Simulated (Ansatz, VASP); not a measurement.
**Two plane-wave programs on PbS**

INCAR

```
SYSTEM = PbS
PREC = Accurate ; ENCUT = 520
EDIFF = 1E-7 ; ISMEAR = -1
SIGMA = 0.05 ; LREAL = .False.
LASPH = .True. ; NELM = 60
ALGO = Normal ; ISIF = 2
LWAVE = .False. ; LCHARG = .False.
GGA = PE ; NBANDS = 17
```

KPOINTS

```
regular mesh
0
Gamma
  7 7 7
  0 0 0
```

Contents of POSCAR:

```
PbS
1.0
    3.6536590000      0.0000000000      0.0000000000
    0.0000000000      3.6536590000      0.0000000000
    0.0000000000      0.0000000000      3.6536590000
Pb S
1 1
Direct
    0.0000000000      0.0000000000      0.0000000000
    0.5000000000      0.5000000000      0.5000000000
```

Contents of input.yaml:

```yaml
crystal:
  lattice:
    - [3.653659, 0.0, 0.0]
    - [0.0, 3.653659, 0.0]
    - [0.0, 0.0, 3.653659]
  atoms:
    - { symbol: Pb, position: [0.0, 0.0, 0.0] }
    - { symbol: S, position: [0.5, 0.5, 0.5] }
hamiltonian:
  xc: pbe
  pseudopotentials: { kind: paw }
kpoints:
  mp_grid: { grid: [7, 7, 7] }
  band_path:
    path:
      - [[0.0, 0.0, 0.0], [0.0, 0.5, 0.0], [0.5, 0.5, 0.0], [0.0, 0.0, 0.0], [0.5, 0.5, 0.5], [0.0, 0.5, 0.0]]
      - [[0.5, 0.5, 0.0], [0.5, 0.5, 0.5]]
    npoints: 14
scf:
  occupations: { method: fermi_dirac, width: 0.05 }
  n_extra_bands: 6
output:
  forces: true
  stress: true
  eigenvalues: true
  fatbands: false
```

Alike in both runs: functional PBE; k mesh 7 × 7 × 7; occupations fermi-dirac, width 0.05 eV; no spin polarisation.

```csv
,VASP,Ansatz
version,VASP 6.6.1,Ansatz 0.2.0
potentials or method,"VASP PAW PBE potentials, release 64 (Pb_d, S)",Ansatz PAW
plane-wave cutoff (eV),520,420
valence electrons in the cell,20,20
task,single point,band structure
```

|  | VASP | Ansatz | Ansatz less VASP |
| --- | --- | --- | --- |
| pressure (GPa) | -0.1 | 0.0 | +0.06 |

Neither program's run includes spin-orbit coupling.
